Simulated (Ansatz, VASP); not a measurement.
BaTe in VASP and in Ansatz

```
CELL_PARAMETERS angstrom
-0.00649 -0.00383 -4.40767
2.41134 -4.17176 -0.00009
-7.21732 -4.16211 -0.01442
ATOMIC_POSITIONS crystal
Ba 0.00080 0.50063 0.83330
Ba 0.99945 0.99956 0.33319
Te 0.50018 0.00054 0.66677
Te 0.49956 0.49927 0.16674
```

Change from the starting cell: cell x2, atoms moved at random (sigma 0.15 Å) and cell strained at random (1.5 %), then relaxed without symmetry.

Alike in both runs: functional PBE; k mesh 4 × 4 × 2; occupations gaussian, width 0.1 eV; no spin polarisation.

Ansatz relaxed the structure, and its values are those at the end. VASP's run is a single point on that final structure, the one shown.

|  | VASP | Ansatz |
| --- | --- | --- |
| version | VASP 6.6.1 | Ansatz 0.2.0 |
| potentials or method | VASP PAW PBE potentials, release 64 (Ba_sv, Te), cutoff 500 eV | scalar-relativistic, plane waves, PAW |
| valence electrons in the cell | 32 | 52 |

Ansatz gave:

| Quantity | Value |
| --- | --- |
| gap on the k mesh at the Fermi level (eV) | 1.52 |
| least direct gap on the mesh (eV) | 1.52 |
| pressure (GPa) | 0.0 |
| rms of the force components (eV/Å) | 0.003 |

Problem. Estimate VASP's values.

Solution. gap on the k mesh at the Fermi level (eV): 1.46; least direct gap on the mesh (eV): 1.46; pressure (GPa): 0.3; rms of the force components (eV/Å): 0.003.

The functional is the same, so the differences come from potentials, cutoffs and numerics. VASP's potentials hold 32 valence electrons a cell and Ansatz's 52, so a difference there can come from the potentials and not from the codes.

Neither program's run includes spin-orbit coupling.
